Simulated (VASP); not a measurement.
GaN:

```
Ga N
1.0
     3.18000    0.00000    0.00000
    -1.59000    2.75396    0.00000
     0.00000    0.00000    5.16600
Ga N
2 2
Direct
  0.33333 0.66667 0.00000
  0.66667 0.33333 0.50000
  0.33333 0.66667 0.37500
  0.66667 0.33333 0.87500
```

* Program: VASP 6.6.1
* Task: relaxation of cell and atoms
* Functional: PBE
* Potentials or basis: VASP PAW PBE potentials, release 64 (Ga_d, N)
* Cutoff: 600 eV
* k mesh: 10 × 10 × 6
* Occupations: gaussian, width 0.05 eV
* Spin: no spin polarisation

At the start: pressure 7.2 GPa; volume 11.31 Å³/atom.

Problem. Where does the relaxation end?

Solution. Over 5 steps the energy falls by 10.1 meV/atom and the volume is 11.75 Å³/atom (+3.9 %); space group P6_3mc (No. 186, to 0.1 Å) before and after.

Step by step:
```csv
step,energy change (eV),largest force (eV/Å),pressure (GPa),volume (Å³)
1,0.0000,0.1347,7.18,45.24
2,-0.0117,0.0620,-5.19,48.64
3,-0.0402,0.0111,-0.01,47.03
4,-0.0402,0.0131,0.13,46.99
5,-0.0402,0.0076,0.12,46.99
```

Final structure:
```yaml
crystal:
  lattice:
    - [3.21699, 0.00000, 0.00000]
    - [-1.60850, 2.78600, 0.00000]
    - [0.00000, 0.00000, 5.24327]
  atoms:
    - { symbol: Ga, position: [0.33333, 0.66667, 0.99924] }
    - { symbol: Ga, position: [0.66667, 0.33333, 0.49924] }
    - { symbol: N, position: [0.33333, 0.66667, 0.37576] }
    - { symbol: N, position: [0.66667, 0.33333, 0.87576] }
```
